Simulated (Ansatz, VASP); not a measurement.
# Pd in VASP and in Ansatz

```xyz
1
Lattice="0.0000 1.9721 1.9721 1.9721 0.0000 1.9721 1.9721 1.9721 0.0000" Properties=species:S:1:pos:R:3 pbc="T T T"
Pd    0.0000    0.0000    0.0000
```

Alike in both runs: task single point; functional PBEsol-based screened hybrid with a share of 0.25 of exact exchange and HFSCREEN = 0.207; k mesh 6 × 6 × 6; occupations fermi-dirac, width 0.05 eV; no spin polarisation.

|  | VASP | Ansatz |
| --- | --- | --- |
| version | VASP 6.6.1 | Ansatz 0.2.0 |
| potentials or method | VASP PAW PBE potentials, release 64 (Pd) | Ansatz PAW |
| plane-wave cutoff (eV) | 520 | 420 |
| valence electrons in the cell | 10 | 18 |

Ansatz gave:

```
gap on the k mesh at the Fermi level (eV) : none
pressure (GPa)                            : -11.6
```

Question: Estimate VASP's values.

Answer: gap on the k mesh at the Fermi level (eV): none; pressure (GPa): -11.1.

VASP's potentials were made for PBE, not for PBEsol-based screened hybrid. A gap of «none» marks a metal or a gap that the smearing closes. VASP's potentials hold 10 valence electrons a cell and Ansatz's 18, so a difference there can come from the potentials and not from the codes.

The k mesh is coarse, so the values compare programs but aren't converged.
